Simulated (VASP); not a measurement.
Wanted: the native input for a VASP 6.6.1 run.

- Task: single point
- Functional: PBEsol
- Potentials or basis: VASP PAW PBE potentials, release 64 (Ti_sv, Al)
- Cutoff: 520 eV
- k mesh: 11 × 11 × 6
- Occupations: fermi-dirac, width 0.05 eV
- Spin: no spin polarisation
- Dipole correction: no
- Further INCAR settings: ALGO = Fast; EDIFF = 1e-06; NBANDS = 14

The structure of TiAl lies in POSCAR:

```
TiAl
1.0
    2.7656996680      0.0000000000      0.0000000000
   -1.3828498340      2.3951661717      0.0000000000
    0.0000000000      0.0000000000      4.5287515133
Ti Al
1 1
Direct
    0.0000000000      0.0000000000      0.0000000000
    0.3333333333      0.6666666667      0.5000000000
```

One way to write it, as run:

INCAR

```
PREC     = Accurate       # precision mode
ENCUT    = 520            # plane-wave cutoff, eV
EDIFF    = 1E-6           # SCF threshold, eV
ISMEAR   = -1             # smearing method
SIGMA    = 0.05           # smearing width, eV
LREAL    = False          # projectors in reciprocal space
LASPH    = True           # aspherical terms in the spheres
NELM     = 80             # most SCF steps
ALGO     = Fast           # electronic algorithm
ISIF     = 2              # what is computed and relaxed
LWAVE    = False          # write WAVECAR
LCHARG   = True           # write CHGCAR
GGA      = PS             # functional
LELF     = True           # ELF
LVHAR    = True         
NBANDS   = 14             # bands
```

KPOINTS

```
Automatic mesh
0
Gamma
  11 11 6
```

Potentials or basis: VASP PAW PBE potentials, release 64 (Ti_sv, Al).

The run is started by

```bash
$ cat potpaw_PBE.64/Ti_sv/POTCAR potpaw_PBE.64/Al/POTCAR > POTCAR
$ mpirun -np 1 vasp_std > vasp.out
```

Results of the run:

The pressure is 9.9 GPa.

Caveat: the PAW data sets were made with another functional, which shifts forces and pressure a little.

It took 60 s on 1 thread of Intel(R) Xeon(R) Platinum 8259CL CPU @ 2.50GHz (Skylake/Cascade Lake), with other jobs on the host, peak memory 0.17 GiB.
